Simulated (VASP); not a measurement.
# Si2Ni (Fm-3m) in VASP: further runs, part 2 of 2

VASP 6.6.1.

### Step 4. Single point, PBE+U, collinear spin, ferromagnetic start

File INCAR:

```
SYSTEM = Si2Ni
PREC     = Accurate       ! precision mode
ENCUT    = 520            ! plane-wave cutoff, eV
EDIFF    = 1E-7           ! SCF threshold, eV
ISMEAR   = -1             ! smearing method
SIGMA    = 0.05           ! smearing width, eV
LREAL    = .FALSE.        ! projectors in reciprocal space
LASPH    = .TRUE.         ! aspherical terms in the spheres
NELM     = 150            ! most SCF steps
ALGO     = Normal         ! electronic algorithm
ISIF     = 2              ! what is computed and relaxed
LWAVE    = .FALSE.        ! write WAVECAR
LCHARG   = .TRUE.         ! write CHGCAR
ISPIN    = 2              ! spin polarisation
MAGMOM   = 1 0 0          ! initial moments
LORBIT   = 11             ! projections on sites
LMAXMIX  = 4              ! l up to which the mixer works
LDAU     = .TRUE.         ! DFT+U
LDAUTYPE = 2            
LDAUL    = 2 -1           ! shell
LDAUU    = 8 0            ! U, eV
LDAUJ    = 0 0          
LDAUPRINT= 1            
GGA      = PE             ! functional
LELF     = .TRUE.         ! ELF
LVHAR    = .TRUE.       
NBANDS   = 20             ! bands
```

File KPOINTS:

```
Automatic mesh
0
G
  9 9 9
  0 0 0
```

File POSCAR:

```
Si2Ni
1.0
    0.0000000000      2.7238025137      2.7238025137
    2.7238025137      0.0000000000      2.7238025137
    2.7238025137      2.7238025137      0.0000000000
Ni Si
1 2
Direct
    0.0000000000      0.0000000000      0.0000000000
    0.7500000000      0.7500000000      0.7500000000
    0.2500000000      0.2500000000      0.2500000000
```

Potentials or basis: VASP PAW PBE potentials, release 64 (Ni, Si).

The run is started by

```console
$ cat potpaw_PBE.64/Ni/POTCAR potpaw_PBE.64/Si/POTCAR > POTCAR
$ mpirun -np 1 vasp_std > vasp.out
```

OUTCAR:

```text
SYSTEM = Si2Ni
   PREC = Accurate
   ENCUT = 520
   EDIFF = 1E-7
   ISMEAR = -1
   LREAL = .FALSE.
   LASPH = .TRUE.
   NELM = 150
   ISIF = 2
   ISPIN = 2
   LORBIT = 11
   GGA = PE

 ion  position               nearest neighbor table
   1  0.000  0.000  0.000-   2 2.36   3 2.36   2 2.36   2 2.36   3 2.36   2 2.36   3 2.36   3 2.36

   2  0.750  0.750  0.750-   1 2.36   1 2.36   1 2.36   1 2.36   3 2.72   3 2.72   3 2.72   3 2.72
                             3 2.72   3 2.72
   3  0.250  0.250  0.250-   1 2.36   1 2.36   1 2.36   1 2.36   2 2.72   2 2.72   2 2.72   2 2.72
                             2 2.72   2 2.72

  LATTYP: Found a face centered cubic cell.
 ALAT       =     5.4476050274

  Lattice vectors:

 A1 = (   0.0000000000,   2.7238025137,   2.7238025137)
 A2 = (   2.7238025137,   0.0000000000,   2.7238025137)
 A3 = (   2.7238025137,   2.7238025137,   0.0000000000)

Analysis of symmetry for initial positions (statically):
=====================================================================
 Subroutine PRICEL returns:
 Original cell was already a primitive cell.

 Routine SETGRP: Setting up the symmetry group for a
 face centered cubic supercell.

 Subroutine GETGRP returns: Found 48 space group operations
 (whereof 48 operations were pure point group operations)
 out of a pool of 48 trial point group operations.

The static configuration has the point symmetry O_h .

Analysis of symmetry for dynamics (positions and initial velocities):
=====================================================================
 Subroutine PRICEL returns:
 Original cell was already a primitive cell.

 Routine SETGRP: Setting up the symmetry group for a
 face centered cubic supercell.

 Subroutine GETGRP returns: Found 48 space group operations
 (whereof 48 operations were pure point group operations)
 out of a pool of 48 trial point group operations.

The dynamic configuration has the point symmetry O_h .

Analysis of structural, dynamic, and magnetic symmetry:
=====================================================================
 Subroutine PRICEL returns:
 Original cell was already a primitive cell.

 Routine SETGRP: Setting up the symmetry group for a
 face centered cubic supercell.

 Subroutine GETGRP returns: Found 48 space group operations
 (whereof 48 operations were pure point group operations)
 out of a pool of 48 trial point group operations.

The overall configuration has the point symmetry O_h .

 Subroutine INISYM returns: Found 48 space group operations
 (whereof 48 operations are pure point group operations),
 and found     1 'primitive' translations

----------------------------------------------------------------------------------------

                                     Primitive cell

  volume of cell :      40.4163

  direct lattice vectors                    reciprocal lattice vectors
[... 124 lines left out ...]
 spin polarized calculation
  energy-cutoff  :      520.00
  volume of cell :       40.42
 maximum number of plane-waves:      1113
 NGX is ok and might be reduce to    30
   NGX = 15   NGY = 15   NGZ = 15

 number of electron      17.9999991 magnetization       0.0001086

atom =   1  type =  1  l = 2

 onsite density matrix

spin component  1

  0.8754 -0.0000  0.0000  0.0000  0.0000
 -0.0000  0.8754  0.0000 -0.0000  0.0000
  0.0000  0.0000  0.9274  0.0000  0.0000
  0.0000 -0.0000  0.0000  0.8754 -0.0000
  0.0000  0.0000  0.0000 -0.0000  0.9274

spin component  2

  0.8754 -0.0000  0.0000  0.0000  0.0000
 -0.0000  0.8754  0.0000 -0.0000  0.0000
  0.0000  0.0000  0.9274  0.0000  0.0000
  0.0000 -0.0000  0.0000  0.8754 -0.0000
  0.0000  0.0000  0.0000 -0.0000  0.9274

 occupancies and eigenvectors

  o =  0.8754  v =  0.0000 -0.0094  0.0000  1.0000  0.0000  0.0000  0.0000  0.0000  0.0000  0.0000      0.0000  0.0000  0.0000  0.0000  0.0000  0.0000  0.0000  0.0000  0.0000  0.0000
  o =  0.8754  v =  1.0000  0.0000  0.0000  0.0000  0.0000  0.0000  0.0000  0.0000  0.0000  0.0000      0.0000  0.0000  0.0000  0.0000  0.0000  0.0000  0.0000  0.0000  0.0000  0.0000
  o =  0.8754  v =  0.0000 -1.0000  0.0000 -0.0094  0.0000  0.0000  0.0000  0.0000  0.0000  0.0000      0.0000  0.0000  0.0000  0.0000  0.0000  0.0000  0.0000  0.0000  0.0000  0.0000
  o =  0.8754  v =  0.0000  0.0000  0.0000  0.0000  0.0000  0.0000 -0.1505 -0.0000 -0.9886  0.0000      0.0000  0.0000  0.0000  0.0000  0.0000  0.0000  0.0000  0.0000  0.0000  0.0000
  o =  0.8754  v =  0.0000  0.0000  0.0000  0.0000  0.0000  1.0000  0.0000  0.0000  0.0000  0.0000      0.0000  0.0000  0.0000  0.0000  0.0000  0.0000  0.0000  0.0000  0.0000  0.0000
  o =  0.8754  v =  0.0000  0.0000  0.0000  0.0000  0.0000  0.0000 -0.9886 -0.0000  0.1505  0.0000      0.0000  0.0000  0.0000  0.0000  0.0000  0.0000  0.0000  0.0000  0.0000  0.0000
  o =  0.9274  v =  0.0000 -0.0000 -0.9445  0.0000  0.3284  0.0000  0.0000  0.0000  0.0000  0.0000      0.0000  0.0000  0.0000  0.0000  0.0000  0.0000  0.0000  0.0000  0.0000  0.0000
  o =  0.9274  v =  0.0000  0.0000  0.3284 -0.0000  0.9445  0.0000  0.0000  0.0000  0.0000  0.0000      0.0000  0.0000  0.0000  0.0000  0.0000  0.0000  0.0000  0.0000  0.0000  0.0000
  o =  0.9274  v =  0.0000  0.0000  0.0000  0.0000  0.0000  0.0000  0.0000 -0.9877  0.0000  0.1565      0.0000  0.0000  0.0000  0.0000  0.0000  0.0000  0.0000  0.0000  0.0000  0.0000
  o =  0.9274  v =  0.0000  0.0000  0.0000  0.0000  0.0000  0.0000  0.0000  0.1565 -0.0000  0.9877      0.0000  0.0000  0.0000  0.0000  0.0000  0.0000  0.0000  0.0000  0.0000  0.0000

 number of electron      17.9999991 magnetization      -0.0000364

 Free energy of the ion-electron system (eV)
  ---------------------------------------------------
  ext. energy  EPLUGINS =         0.00000000
  ---------------------------------------------------
  free energy    TOTEN  =       -12.88119308 eV

  energy without entropy =      -12.87396000  energy(sigma->0) =      -12.87757654

 E-fermi :   9.5609     XC(G=0): -11.4428

 val. band max:        9.5512364836   @ k =  -0.4444   0.4444   0.1111
 cond. band min:       9.5622440488   @ k =  -0.4444   0.3333   0.0000
 fundamental gap:      0.0110075652
 Fermi energy:         9.5608941129

 spin component 1

 k-point     1 :       0.0000    0.0000    0.0000
  band No.  band energies     occupation
      1      -3.5655      1.00000
      2       4.0151      1.00000
      3       4.0151      1.00000
      4       4.0151      1.00000
      5       5.1330      1.00000
      6       5.1330      1.00000
[... 1097 lines left out ...]
     19      23.2138      0.00000
     20      23.4916      0.00000

 [... further k-points ...]

------------------------ aborting loop because EDIFF is reached ----------------------------------------

  FORCE on cell =-STRESS in cart. coord.  units (eV):
  Direction    XX          YY          ZZ          XY          YZ          ZX
  --------------------------------------------------------------------------------------
  -------------------------------------------------------------------------------------
  Total       -1.9521523     -1.9521523     -1.9521523      0.0000000      0.0000000      0.0000000
  in kB      -77.3868990    -77.3868990    -77.3868990      0.0000000      0.0000000      0.0000000
  external PRESSURE =     -77.3868990 kB  Pullay stress =       0.0000000 kB

 VOLUME and BASIS-vectors are now :
 -----------------------------------------------------------------------------
  energy-cutoff  :      520.00
  volume of cell :       40.42
      direct lattice vectors                 reciprocal lattice vectors
     0.000000000  2.723802514  2.723802514    -0.183566906  0.183566906  0.183566906
     2.723802514  0.000000000  2.723802514     0.183566906 -0.183566906  0.183566906
     2.723802514  2.723802514  0.000000000     0.183566906  0.183566906 -0.183566906

 POSITION                                       TOTAL-FORCE (eV/Angst)
 -----------------------------------------------------------------------------------
      0.00000      0.00000      0.00000         0.000000     -0.000000      0.000000
      4.08570      4.08570      4.08570        -0.000000     -0.000000     -0.000000
      1.36190      1.36190      1.36190         0.000000      0.000000      0.000000
 -----------------------------------------------------------------------------------
    total drift:                                0.000000     -0.000000     -0.000000

  FREE ENERGIE OF THE ION-ELECTRON SYSTEM (eV)
  ---------------------------------------------------
  free  energy   TOTEN  =       -12.8811930823 eV

  energy  without entropy=      -12.8739600012  energy(sigma->0) =      -12.87757654

 total charge

# of ion       s       p       d       tot
------------------------------------------
    1        0.505   0.688   8.916  10.109
    2        0.751   0.807   0.000   1.558
    3        0.751   0.807   0.000   1.558
--------------------------------------------------
tot          2.006   2.302   8.916  13.225

 magnetization (x)

# of ion       s       p       d       tot
------------------------------------------
    1        0.000   0.000  -0.000  -0.000
    2       -0.000  -0.000   0.000  -0.000
    3       -0.000  -0.000   0.000  -0.000
--------------------------------------------------
tot         -0.000   0.000  -0.000  -0.000
```

Wall time 48 s (1 thread of Intel Xeon 6975P-C (Granite Rapids), shared host); peak memory 0.21 GiB.

Results:

- Free energy: -12.8812 eV
- Pressure: -7.7 GPa
- Band gap on the k mesh: zero (filled and empty bands overlap)
- Net moment: 0.00 μB per cell
- Valence electrons inside the program's atomic spheres: Ni 10.11; Si 1.56

Eigenvalues of the final occupation matrices:
```
    site  spin  trace               eigenvalues
site 1 d     1   4.48  0.88 0.88 0.88 0.93 0.93
site 1 d     2   4.48  0.88 0.88 0.88 0.93 0.93
```

Caveat: the U is typed as a test and isn't derived for this compound. The state reached can hang on the start; a lower one may exist.

### Step 5. Single point, PBE+U, collinear spin, ferromagnetic start

File INCAR:

```
PREC = Accurate
ENCUT = 520
EDIFF = 1E-7
ISMEAR = -1
SIGMA = 0.05
LREAL = False
LASPH = True
NELM = 150
ALGO = Normal
ISIF = 2
LWAVE = False
LCHARG = False
ISPIN = 2
MAGMOM = 1 0 0
LORBIT = 11
LMAXMIX = 4
LDAU = True
LDAUTYPE = 2
LDAUL = 2 -1
LDAUU = 1 0
LDAUJ = 0 0
LDAUPRINT = 1
GGA = PE
NBANDS = 20
```

File KPOINTS:

```
regular mesh
0
Gamma
  9 9 9
```

File POSCAR:

```
Si2Ni
1.0
    0.0000000000      2.7251701485      2.7251701485
    2.7251701485      0.0000000000      2.7251701485
    2.7251701485      2.7251701485      0.0000000000
Ni Si
1 2
Direct
    0.0000000000      0.0000000000      0.0000000000
    0.7500000000      0.7500000000      0.7500000000
    0.2500000000      0.2500000000      0.2500000000
```

Potentials or basis: VASP PAW PBE potentials, release 64 (Ni, Si).

The run is started by

```console
$ cat potpaw_PBE.64/Ni/POTCAR potpaw_PBE.64/Si/POTCAR > POTCAR
$ mpirun -np 1 vasp_std > vasp.out
```

OUTCAR:

```text
PREC = Accurate
   ENCUT = 520
   EDIFF = 1E-7
   ISMEAR = -1
   LREAL = False
   LASPH = True
   NELM = 150
   ISIF = 2
   ISPIN = 2
   LORBIT = 11
   GGA = PE

 ion  position               nearest neighbor table
   1  0.000  0.000  0.000-   2 2.36   2 2.36   2 2.36   2 2.36   3 2.36   3 2.36   3 2.36   3 2.36

   2  0.750  0.750  0.750-   1 2.36   1 2.36   1 2.36   1 2.36   3 2.73   3 2.73   3 2.73   3 2.73
                             3 2.73   3 2.73
   3  0.250  0.250  0.250-   1 2.36   1 2.36   1 2.36   1 2.36   2 2.73   2 2.73   2 2.73   2 2.73
                             2 2.73   2 2.73

  LATTYP: Found a face centered cubic cell.
 ALAT       =     5.4503402970
[... 1367 lines left out ...]
  energy-cutoff  :      520.00
  volume of cell :       40.48
      direct lattice vectors                 reciprocal lattice vectors
     0.000000000  2.725170149  2.725170149    -0.183474782  0.183474782  0.183474782
     2.725170149  0.000000000  2.725170149     0.183474782 -0.183474782  0.183474782
     2.725170149  2.725170149  0.000000000     0.183474782  0.183474782 -0.183474782

 POSITION                                       TOTAL-FORCE (eV/Angst)
 -----------------------------------------------------------------------------------
      0.00000      0.00000      0.00000         0.000000     -0.000000     -0.000000
      4.08776      4.08776      4.08776         0.000000      0.000000      0.000000
      1.36259      1.36259      1.36259        -0.000000      0.000000      0.000000
 -----------------------------------------------------------------------------------
    total drift:                                0.000000     -0.000000     -0.000000

  FREE ENERGIE OF THE ION-ELECTRON SYSTEM (eV)
  ---------------------------------------------------
  free  energy   TOTEN  =       -16.7397614045 eV

  energy  without entropy=      -16.7335518584  energy(sigma->0) =      -16.73665663

 total charge

# of ion       s       p       d       tot
------------------------------------------
    1        0.543   0.752   8.487   9.782
    2        0.750   0.824   0.000   1.574
    3        0.750   0.824   0.000   1.574
--------------------------------------------------
tot          2.043   2.400   8.487  12.930

 magnetization (x)

# of ion       s       p       d       tot
------------------------------------------
    1       -0.000  -0.000   0.000   0.000
    2        0.000   0.000   0.000   0.000
    3        0.000   0.000   0.000   0.000
--------------------------------------------------
tot          0.000   0.000   0.000   0.000
```

OSZICAR:

```text
N       E                     dE             d eps       ncg     rms          rms(c)
DAV:   1     0.751278089430E+02    0.75128E+02   -0.70160E+03  2808   0.878E+02
DAV:   2    -0.131459747496E+02   -0.88274E+02   -0.78887E+02  2964   0.199E+02
DAV:   3    -0.182064696236E+02   -0.50605E+01   -0.49334E+01  3328   0.496E+01
DAV:   4    -0.182858951970E+02   -0.79426E-01   -0.79293E-01  3216   0.558E+00
DAV:   5    -0.182875667005E+02   -0.16715E-02   -0.16713E-02  3332   0.879E-01    0.157E+01
DAV:   6    -0.221988763354E+02   -0.39113E+01   -0.24782E+01  3176   0.107E+02    0.217E+01
DAV:   7    -0.168318377987E+02    0.53670E+01   -0.78143E+00  3544   0.671E+01    0.304E+00
DAV:   8    -0.167792200586E+02    0.52618E-01   -0.82069E-01  3728   0.129E+01    0.246E+00
DAV:   9    -0.167396885439E+02    0.39532E-01   -0.16786E-01  3356   0.658E+00    0.494E-01
DAV:  10    -0.167395495423E+02    0.13900E-03   -0.58389E-03  3832   0.986E-01    0.249E-01
DAV:  11    -0.167396841797E+02   -0.13464E-03   -0.52000E-04  3240   0.178E-01    0.113E-01
DAV:  12    -0.167397500875E+02   -0.65908E-04   -0.52844E-05  3236   0.658E-02    0.324E-02
DAV:  13    -0.167397595370E+02   -0.94495E-05   -0.10279E-05  3156   0.353E-02    0.118E-02
DAV:  14    -0.167397611754E+02   -0.16384E-05   -0.23517E-06  3212   0.177E-02    0.552E-03
DAV:  15    -0.167397613664E+02   -0.19107E-06   -0.17186E-06  3144   0.117E-02    0.255E-03
DAV:  16    -0.167397614045E+02   -0.38035E-07   -0.87500E-08  2676   0.320E-03
   1 F= -.16739761E+02 E0= -.16736657E+02  d E =-.620955E-02  mag=     0.0000
```

stdout:

```text
POSCAR found type information on POSCAR NiSi
 POSCAR found :  2 types and       3 ions
 scaLAPACK will be used
 LDA part: xc-table for (Slater+PW92), standard interpolation
 POSCAR, INCAR and KPOINTS ok, starting setup
 FFT: planning ... GRIDC
 FFT: planning ... GRID_SOFT
 FFT: planning ... GRID
 WAVECAR not read
 entering main loop
```

Run time: 48 s. Hardware: 1 thread of Intel Xeon 6975P-C (Granite Rapids), shared host; peak memory 0.2 GiB.

Results:

```
Free energy                                           : -16.7398 eV
Pressure                                              : -0.8 GPa
Band gap on the k mesh                                : zero (filled and empty bands overlap)
Net moment                                            : 0.00 μB per cell
Valence electrons inside the program's atomic spheres : Ni 9.78; Si 1.57
```

Levels at points of the mesh, in eV from the Fermi level:
Spin up:
```
           k point  band 6  band 7  band 8  band 9  band 10  band 11  band 12  band 13
(0.00, 0.00, 0.00)   -3.48   -0.45    1.67    1.67     1.67     2.40     2.40     2.40
```
Spin down:
```tsv
k point	band 7	band 8	band 9	band 10	band 11	band 12
(0.00, 0.00, 0.00)	-0.45	1.67	1.67	1.67	2.40	2.40
```

Eigenvalues of the final occupation matrices:
```
    site  spin  trace               eigenvalues
site 1 d     1   4.26  0.83 0.83 0.83 0.89 0.89
site 1 d     2   4.26  0.83 0.83 0.83 0.89 0.89
```

Caveat: the U is typed as a test and isn't derived for this compound.

### Step 6. Single point, PBE+U, collinear spin, ferromagnetic start

File INCAR:

```
SYSTEM = Si2Ni
ALGO = Normal
EDIFF = 1E-7
ENCUT = 520
GGA = PE
ISIF = 2
ISMEAR = -1
ISPIN = 2
LASPH = .True.
LCHARG = .False.
LDAU = .True.
LDAUJ = 0 0
LDAUL = 2 -1
LDAUPRINT = 1
LDAUTYPE = 2
LDAUU = 2 0
LMAXMIX = 4
LORBIT = 11
LREAL = .False.
LWAVE = .False.
MAGMOM = 1 0 0
NBANDS = 20
NELM = 150
PREC = Accurate
SIGMA = 0.05
```

File KPOINTS:

```
k-points
0
Gamma
  9 9 9
  0 0 0
```

File POSCAR:

```
Si2Ni
1.0
    0.0000000000      2.7246567286      2.7246567286
    2.7246567286      0.0000000000      2.7246567286
    2.7246567286      2.7246567286      0.0000000000
Ni Si
1 2
Direct
    0.0000000000      0.0000000000      0.0000000000
    0.7500000000      0.7500000000      0.7500000000
    0.2500000000      0.2500000000      0.2500000000
```

Potentials or basis: VASP PAW PBE potentials, release 64 (Ni, Si).

The run is started by

```console
$ cat potpaw_PBE.64/Ni/POTCAR potpaw_PBE.64/Si/POTCAR > POTCAR
$ mpirun -np 1 vasp_std > vasp.out
```

Wall time 49 s (1 thread of Intel Xeon 6975P-C (Granite Rapids), shared host); peak memory 0.2 GiB.

The run converged. Its results:

```
Free energy                                           : -16.1222 eV
Pressure                                              : -1.5 GPa
Band gap on the k mesh                                : zero (filled and empty bands overlap)
Net moment                                            : 0.00 μB per cell
Valence electrons inside the program's atomic spheres : Ni 9.82; Si 1.57
```

Levels at points of the mesh, in eV from the Fermi level:
Spin up:
```tsv
k point	band 7	band 8	band 9	band 10	band 11	band 12
(0.00, 0.00, 0.00)	-0.41	1.67	1.67	1.67	2.48	2.48
```
Spin down:
```
           k point  band 5  band 6  band 7  band 8  band 9  band 10  band 11  band 12  band 13  band 14
(0.00, 0.00, 0.00)   -3.60   -3.60   -0.41    1.67    1.67     1.67     2.48     2.48     2.48     4.75
```

Eigenvalues of the final occupation matrices:
| site | spin | trace | eigenvalues |
| --- | --- | --- | --- |
| site 1 d | 1 | 4.29 | 0.83 0.83 0.83 0.89 0.89 |
| site 1 d | 2 | 4.29 | 0.83 0.83 0.83 0.89 0.89 |

Caveat: the U is typed as a test and isn't derived for this compound. The state reached can hang on the start; a lower one may exist.

### Step 7. The runs side by side

| U | cell | gap on the mesh (eV) | pressure (GPa) | moment (μB) |
| --- | --- | --- | --- | --- |
| Ni d U = 4.0 eV | a = 3.852 Å, angles 60.0°, 3 atoms | none | -3.3 | 0.00 |
| Ni d U = 5.0 eV | a = 3.852 Å, angles 60.0°, 3 atoms | none | -4.3 | 0.00 |
| Ni d U = 8.0 eV | a = 3.852 Å, angles 60.0°, 3 atoms | none | -7.7 | 0.00 |
| Ni d U = 1.0 eV | a = 3.854 Å, angles 60.0°, 3 atoms | none | -0.8 | 0.00 |
| Ni d U = 2.0 eV | a = 3.853 Å, angles 60.0°, 3 atoms | none | -1.5 | 0.00 |

Alike in all rows: task single point; level PBE+U; potentials or basis VASP PAW PBE potentials, release 64 (Ni, Si); spin collinear, ferromagnetic start; k mesh 9 × 9 × 9; cutoff (eV) 520; smearing fermi-dirac 0.05 eV.

Every run on the cell as given and a fine mesh finds a metal.

Caveats: the U is typed as a test and isn't derived for this compound.

Total energies depend on the potentials used, so only differences within one code and one set of settings carry meaning.
